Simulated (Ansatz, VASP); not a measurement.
**AlGa3N4 in VASP and in Ansatz**

Contents of POSCAR:

```
AlGa3N4
1.0
    5.1389202027      0.0000000000      0.0000184761
    0.0000000000      3.1634143065      0.0000000000
   -0.0036943801      0.0000000000      5.8877691719
Al Ga N
1 3 4
Direct
    0.0005828856      0.5000000000      0.6672982355
    0.4991712867      0.5000000000      0.3350606990
    0.4992511921      0.0000000000      0.8314570702
    0.9998609978      0.0000000000      0.1661913850
    0.1194130437      0.5000000000      0.3406010341
    0.1173310430      0.0000000000      0.8259310374
    0.6202395493      0.0000000000      0.1661937142
    0.6317500118      0.5000000000      0.6672678245
```

INCAR.step1

```
PREC = Accurate
ENCUT = 520
ISMEAR = 0
SIGMA = 0.05
LREAL = F
LASPH = T
NELM = 60
NBANDS = 41
GGA = PE
ALGO = Normal
EDIFF = 1E-4
LWAVE = T
LCHARG = F
```

The input INCAR.step2:

```
PREC = Accurate
ENCUT = 520
EDIFF = 1E-6
ISMEAR = 0
SIGMA = 0.05
LREAL = F
LASPH = T
NELM = 60
ALGO = Normal
ISIF = 2
LWAVE = F
LCHARG = T
METAGGA = R2SCAN
LMIXTAU = T
LELF = T
LVHAR = T
NBANDS = 41
ISTART = 1
```

Contents of KPOINTS:

```
Automatic mesh
0
Gamma
  6 8 4
```

Input for Ansatz:

```yaml
crystal:
  lattice:
    - [5.1389202027, 0.0, 1.84761e-05]
    - [0.0, 3.1634143065, 0.0]
    - [-0.0036943801, 0.0, 5.8877691719]
  atoms:
    - { symbol: Al, position: [0.0005828856, 0.5, 0.6672982355] }
    - { symbol: Ga, position: [0.4991712867, 0.5, 0.335060699] }
    - { symbol: Ga, position: [0.4992511921, 0.0, 0.8314570702] }
    - { symbol: Ga, position: [0.9998609978, 0.0, 0.166191385] }
    - { symbol: "N", position: [0.1194130437, 0.5, 0.3406010341] }
    - { symbol: "N", position: [0.117331043, 0.0, 0.8259310374] }
    - { symbol: "N", position: [0.6202395493, 0.0, 0.1661937142] }
    - { symbol: "N", position: [0.6317500118, 0.5, 0.6672678245] }
basis:
  ecutwfc: 500
kpoints:
  mp_grid: { grid: [6, 8, 4] }
hamiltonian:
  xc: r2scan
scf:
  occupations: { method: gaussian, width: 0.05 }
output:
  forces: true
  stress: true
  eigenvalues: true
```

Change from the starting cell: strain +0.0750 x Voigt [0, 0, 1, 0, 0, 0], atoms carried along.

Alike in both runs: task single point; functional r2SCAN; k mesh 6 × 8 × 4; occupations gaussian, width 0.05 eV; no spin polarisation.

|  | VASP | Ansatz |
| --- | --- | --- |
| version | VASP 6.6.1 | Ansatz 0.2.0 |
| potentials or method | VASP PAW PBE potentials, release 64 (Al, Ga_d, N), cutoff 520 eV | scalar-relativistic, plane waves, PAW |
| valence electrons in the cell | 62 | 62 |

```csv
,VASP,Ansatz,Ansatz less VASP
gap on the k mesh at the Fermi level (eV),2.19,2.19,0.000
least direct gap on the mesh (eV),2.19,2.19,0.000
pressure (GPa),-11.1,-11.7,-0.54
"traceless stress, the component that is largest in VASP (GPa)",-13.42,-13.28,+0.138
rms of the force components (eV/Å),0.231,0.216,-0.0149
```

VASP's potentials were made for PBE, not for r2SCAN. Atom by atom the forces differ by 0.030 eV/Å (rms over components). With one functional, cell and mesh, what is left measures potentials, basis and numerics.
